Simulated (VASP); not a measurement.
## KZnF3: single point with PBEsol

KZnF3:

```
Zn K F
1.0
     4.05000    0.00000    0.00000
     0.00000    4.05000    0.00000
     0.00000    0.00000    4.05000
Zn K F
1 1 3
Direct
  0.50000 0.50000 0.50000
  0.00000 0.00000 0.00000
  0.50000 0.00000 0.50000
  0.00000 0.50000 0.50000
  0.50000 0.50000 0.00000
```

```json
{"Program": "VASP 6.6.1", "Task": "single point", "Functional": "PBEsol", "Potentials or basis": "VASP PAW PBE potentials, release 64 (Zn, K_sv, F)", "Cutoff": "520 eV", "k mesh": "7 × 7 × 7", "Occupations": "fermi-dirac, width 0.05 eV", "Spin": "no spin polarisation"}
```

```
Pressure               : 0.5 GPa
Band gap on the k mesh : 3.75 eV, indirect (least direct gap 5.50 eV)
```

Levels at points of the mesh, in eV from the valence-band top:
| k point | band 18 | band 19 | band 20 | band 21 | band 22 | band 23 | band 24 | band 25 |
| --- | --- | --- | --- | --- | --- | --- | --- | --- |
| (0.00, 0.00, 0.00) | -1.96 | -1.75 | -1.75 | -1.75 | 3.75 | 8.70 | 8.70 | 9.35 |

Wall time 17 s on 1 thread of Intel(R) Xeon(R) 6975P-C (Granite Rapids), on a shared host, peak memory 0.18 GiB.

Caveat: the PAW data sets were made with another functional, which shifts forces and pressure a little. A k mesh can miss the band edges.
